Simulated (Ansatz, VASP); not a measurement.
**One calculation of BaTiO3, two programs**

File POSCAR:

```
BaTiO3
1.0
    2.8113095027      1.6231102981      2.3078026341
   -2.8113095027      1.6231102981      2.3078026341
    0.0000000000     -3.2462205963      2.3078026340
Ba Ti O
1 1 3
Direct
   -0.0032057792     -0.0032057792     -0.0032057792
    0.4833346603      0.4833346603      0.4833346603
    0.5098255442      0.5098255442      0.0194200304
    0.0194200304      0.5098255442      0.5098255442
    0.5098255442      0.0194200304      0.5098255442
```

File INCAR.step1:

```
SYSTEM = BaTiO3
PREC = Accurate
ENCUT = 520
ISMEAR = 0
SIGMA = 0.01
LREAL = .False.
LASPH = .True.
NELM = 80
NBANDS = 28
GGA = PE
ALGO = Normal
EDIFF = 1E-4
LWAVE = .True.
LCHARG = .False.
```

The input INCAR.step2:

```
SYSTEM = BaTiO3
PREC = Accurate
ENCUT = 520
EDIFF = 1E-6
ISMEAR = 0
SIGMA = 0.01
LREAL = .False.
LASPH = .True.
NELM = 80
ALGO = Normal
ISIF = 2
LWAVE = .False.
LCHARG = .True.
METAGGA = R2SCAN
LMIXTAU = .True.
LELF = .True.
LVHAR = .True.
NBANDS = 28
ISTART = 1
```

The input KPOINTS:

```
regular mesh
0
Gamma
  6 6 6
  0 0 0
```

Input for Ansatz:

```yaml
crystal:
  lattice:
    - [2.8113095027, 1.6231102981, 2.3078026341]
    - [-2.8113095027, 1.6231102981, 2.3078026341]
    - [0.0, -3.2462205963, 2.307802634]
  atoms:
    - { symbol: Ba, position: [-0.0032057792, -0.0032057792, -0.0032057792] }
    - { symbol: Ti, position: [0.4833346603, 0.4833346603, 0.4833346603] }
    - { symbol: O, position: [0.5098255442, 0.5098255442, 0.0194200304] }
    - { symbol: O, position: [0.0194200304, 0.5098255442, 0.5098255442] }
    - { symbol: O, position: [0.5098255442, 0.0194200304, 0.5098255442] }
kpoints:
  mp_grid: { grid: [6, 6, 6] }
hamiltonian:
  xc: r2scan
scf:
  occupations: { method: fixed }
  n_extra_bands: 5
output:
  forces: true
  stress: true
  eigenvalues: true
```

Alike in both runs: task single point; functional r2SCAN; k mesh 6 × 6 × 6; no spin polarisation.

|  | VASP | Ansatz |
| --- | --- | --- |
| version | VASP 6.6.1 | Ansatz 0.2.0 |
| potentials or method | VASP PAW PBE potentials, release 64 (Ba_sv, Ti_sv, O) | plane waves, PAW |
| plane-wave cutoff (eV) | 520 | 500 |
| occupations | gaussian, width 0.01 eV | fixed |
| valence electrons in the cell | 40 | 40 |

|  | VASP | Ansatz | Ansatz less VASP |
| --- | --- | --- | --- |
| gap on the k mesh at the Fermi level (eV) | 2.94 | 2.96 | +0.023 |
| pressure (GPa) | 7.8 | 5.6 | -2.15 |
| traceless stress, the component that is largest in VASP (GPa) | -0.38 | -0.29 | +0.096 |
| rms of the force components (eV/Å) | 0.215 | 0.149 | -0.0663 |

VASP's potentials were made for PBE, not for r2SCAN. Atom by atom the forces differ by 0.067 eV/Å (rms over components).

Neither program's run includes spin-orbit coupling.
